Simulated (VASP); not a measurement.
A run of VASP 6.6.1:

Contents of INCAR:

```
PREC = Accurate
ENCUT = 520
EDIFF = 1E-7
ISMEAR = 0
SIGMA = 0.05
LREAL = F
LASPH = T
NELM = 120
ALGO = Normal
ISIF = 2
LWAVE = F
LCHARG = F
GGA = PS
IBRION = 2
NSW = 60
EDIFFG = -0.001
GGA_COMPAT = F
NELMIN = 4
```

KPOINTS

```
regular mesh
0
Gamma
  8 8 6
```

The input POSCAR:

```
MgTe
1.0
    4.5592725291      0.0000000000      0.0000000000
   -2.2796362645      3.9484458329      0.0000000000
    0.0000000000      0.0000000000      7.4174142040
Mg Te
2 2
Direct
    0.6666666667      0.3333333333      0.0008961874
    0.3333333333      0.6666666667      0.5008961874
    0.6666666667      0.3333333333      0.6243038126
    0.3333333333      0.6666666667      0.1243038126
```

Potentials or basis: VASP PAW PBE potentials, release 64 (Mg, Te).

The run is started by

```bash
$ cat potpaw_PBE.64/Mg/POTCAR potpaw_PBE.64/Te/POTCAR > POTCAR
$ mpirun -np 1 vasp_std > vasp.out
```

Hardware: 1 thread of Intel(R) Xeon(R) Platinum 8488C (Sapphire Rapids), with other jobs on the host.

Task: How long does it take, and how much memory?

Result: Run time: 53 s on 1 thread of Intel(R) Xeon(R) Platinum 8488C (Sapphire Rapids) (shared host), peak memory 0.28 GiB. Counts: scf iterations 14, k points 40, ion steps 1.
